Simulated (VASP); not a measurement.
Crystal: V.

```
V
1.0
    -1.51435    1.51435    1.51435
     1.51435   -1.51435    1.51435
     1.51435    1.51435   -1.51435
V
1
Direct
  0.00000 0.00000 0.00000
```

| Quantity | Value |
| --- | --- |
| Program | VASP 6.6.1 |
| Task | relaxation of cell and atoms |
| Functional | LDA |
| Potentials or basis | VASP PAW LDA potentials, release 64 (V_sv) |
| Cutoff | 600 eV |
| k mesh | 12 × 12 × 12 |
| Occupations | fermi-dirac, width 0.05 eV |
| Spin | collinear spin, ferromagnetic start |
| Starting moments | [2.0] μB |

At the start: pressure -17.5 GPa; volume 13.89 Å³/atom.

**Question.** How do energy, volume and symmetry change on relaxing?

**Answer.** Over 4 steps the energy falls by 81.0 meV/atom and the volume is 12.52 Å³/atom (-9.8 %); space group Im-3m (No. 229, to 0.05 Å); moment 0.00 μB per cell.

The path:
| step | energy change (eV) | largest force (eV/Å) | pressure (GPa) | volume (Å³) |
| --- | --- | --- | --- | --- |
| 1 | 0.0000 | 0.0000 | -17.46 | 13.89 |
| 2 | 0.0523 | 0.0000 | 32.82 | 11.06 |
| 3 | -0.0809 | 0.0000 | -0.56 | 12.55 |
| 4 | -0.0810 | 0.0000 | -0.06 | 12.52 |

Final structure:
```xyz
1
Lattice="-1.4629 1.4629 1.4629 1.4629 -1.4629 1.4629 1.4629 1.4629 -1.4629" Properties=species:S:1:pos:R:3 pbc="T T T"
V     0.0000    0.0000    2.9259
```
